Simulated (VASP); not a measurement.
Set up this calculation in VASP 6.6.1, as the native input.

| Quantity | Value |
| --- | --- |
| Task | single point |
| Functional | r2SCAN |
| Potentials or basis | VASP PAW PBE potentials, release 64 (Au) |
| Cutoff | 520 eV |
| k mesh | 6 × 6 × 6 |
| Occupations | gaussian, width 0.1 eV |
| Spin | no spin polarisation |
| Dipole correction | no |
| Further INCAR settings | ALGO = Normal; EDIFF = 1e-06; NBANDS = 18 |

Crystal: Au.

```xyz
2
Lattice="0.0000 3.0420 3.0420 3.0420 0.0000 3.0420 3.0420 3.0420 0.0000" Properties=species:S:1:pos:R:3 pbc="T T T"
Au    3.0420    3.0420    3.0420
Au    4.5630    4.5630    4.5630
```

This isn't the form of Au at room conditions, which is fcc.

These files were run (other wordings do the same):

POSCAR

```
Au
1.0
    0.0000000000      3.0419922175      3.0419922175
    3.0419922175      0.0000000000      3.0419922175
    3.0419922175      3.0419922175      0.0000000000
Au
2
Direct
    0.5000000000      0.5000000000      0.5000000000
    0.7500000000      0.7500000000      0.7500000000
```

INCAR.step1

```
PREC     = Accurate       # precision mode
ENCUT    = 520            # plane-wave cutoff, eV
ISMEAR   = 0              # smearing method
SIGMA    = 0.1            # smearing width, eV
LREAL    = F              # projectors in reciprocal space
LASPH    = T              # aspherical terms in the spheres
NELM     = 100            # most SCF steps
NBANDS   = 18             # bands
GGA      = PE             # functional
ALGO     = Normal         # electronic algorithm
EDIFF    = 1E-4           # SCF threshold, eV
LWAVE    = T              # write WAVECAR
LCHARG   = F              # write CHGCAR
```

INCAR.step2

```
PREC     = Accurate       # precision mode
ENCUT    = 520            # plane-wave cutoff, eV
EDIFF    = 1E-6           # SCF threshold, eV
ISMEAR   = 0              # smearing method
SIGMA    = 0.1            # smearing width, eV
LREAL    = F              # projectors in reciprocal space
LASPH    = T              # aspherical terms in the spheres
NELM     = 100            # most SCF steps
ALGO     = Normal         # electronic algorithm
ISIF     = 2              # what is computed and relaxed
LWAVE    = F              # write WAVECAR
LCHARG   = F              # write CHGCAR
METAGGA  = R2SCAN         # meta-GGA
LMIXTAU  = T            
NBANDS   = 18             # bands
ISTART   = 1
```

KPOINTS

```
Automatic mesh
0
Gamma
  6 6 6
```

Potentials or basis: VASP PAW PBE potentials, release 64 (Au).

Command:

```console
$ cat potpaw_PBE.64/Au/POTCAR > POTCAR
$ cp INCAR.step1 INCAR
$ mpirun -np 1 vasp_std > vasp.out
$ cp INCAR.step2 INCAR
$ mpirun -np 1 vasp_std > vasp.out
```

It gave:

- Pressure: 0.1 GPa
- Band gap on the k mesh: zero (bands 11 and 12 overlap by 0.69 eV)

Caveat: the PAW data sets were made with another functional, which shifts forces and pressure a little; spin-orbit coupling is left out, which moves the levels of the heavy elements.

It took 28 s on 1 thread of Intel(R) Xeon(R) Platinum 8488C (Sapphire Rapids), with other jobs on the host, peak memory 0.18 GiB.
